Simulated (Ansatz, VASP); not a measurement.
# Two plane-wave programs on Pt3Br

Contents of INCAR:

```
PREC = Accurate
ENCUT = 600
EDIFF = 1E-6
ISMEAR = 0
SIGMA = 0.1
LREAL = F
LASPH = T
NELM = 100
ALGO = Normal
ISIF = 3
LWAVE = F
LCHARG = F
GGA = PE
IBRION = 2
NSW = 90
EDIFFG = -0.04
```

Contents of KPOINTS:

```
Automatic mesh
0
Gamma
  6 6 6
```

Contents of POSCAR:

```
Pt3Br
1.0
   -2.0376989427      2.0376989427      4.5517430927
    2.0376989427     -2.0376989427      4.5517430927
    2.0376989427      2.0376989427     -4.5517430927
Pt Br
3 1
Direct
    0.5000000000      0.5000000000      0.0000000000
    0.2500000000      0.7500000000      0.5000000000
    0.7500000000      0.2500000000      0.5000000000
    0.0000000000      0.0000000000      0.0000000000
```

Input for Ansatz:

```yaml
crystal:
  lattice:
    - [-2.0376989427, 2.0376989427, 4.5517430927]
    - [2.0376989427, -2.0376989427, 4.5517430927]
    - [2.0376989427, 2.0376989427, -4.5517430927]
  atoms:
    - { symbol: Pt, position: [0.5, 0.5, 0.0] }
    - { symbol: Pt, position: [0.25, 0.75, 0.5] }
    - { symbol: Pt, position: [0.75, 0.25, 0.5] }
    - { symbol: Br, position: [0.0, 0.0, 0.0] }
basis:
  ecutwfc: 420
kpoints:
  mp_grid: { grid: [6, 6, 6] }
hamiltonian:
  xc: pbe
scf:
  occupations: { method: gaussian, width: 0.1 }
  lower_state_search: "off"
output:
  forces: true
  stress: true
  eigenvalues: true
relax:
  adjacent_minimum: "off"
  f_tol: 0.04
  max_steps: 70
  cell: { stress_tol: 0.4 }
```

Alike in both runs: task relaxation of cell and atoms; functional PBE; k mesh 6 × 6 × 6; occupations gaussian, width 0.1 eV; no spin polarisation.

|  | VASP | Ansatz |
| --- | --- | --- |
| version | VASP 6.6.1 | Ansatz 0.2.0 |
| potentials or method | VASP PAW PBE potentials, release 64 (Pt, Br), cutoff 600 eV | scalar-relativistic, plane waves, PAW |
| valence electrons in the cell | 37 | 61 |

```csv
,VASP,Ansatz,Ansatz less VASP
"gap on the k mesh at the Fermi level, each at its own relaxed structure (eV)",none,none,-
relaxed volume (Å³/atom),17.05,17.06,+0.009
relaxed length of the cell vector where the two differ most in proportion (Å),4.581,4.590,+0.0091
```

A gap of «none» marks a metal or a gap that the smearing closes. VASP's potentials hold 37 valence electrons a cell and Ansatz's 61, so a difference there can come from the potentials and not from the codes.

The k mesh is coarse, so the values compare programs but aren't converged. Neither program's run includes spin-orbit coupling.
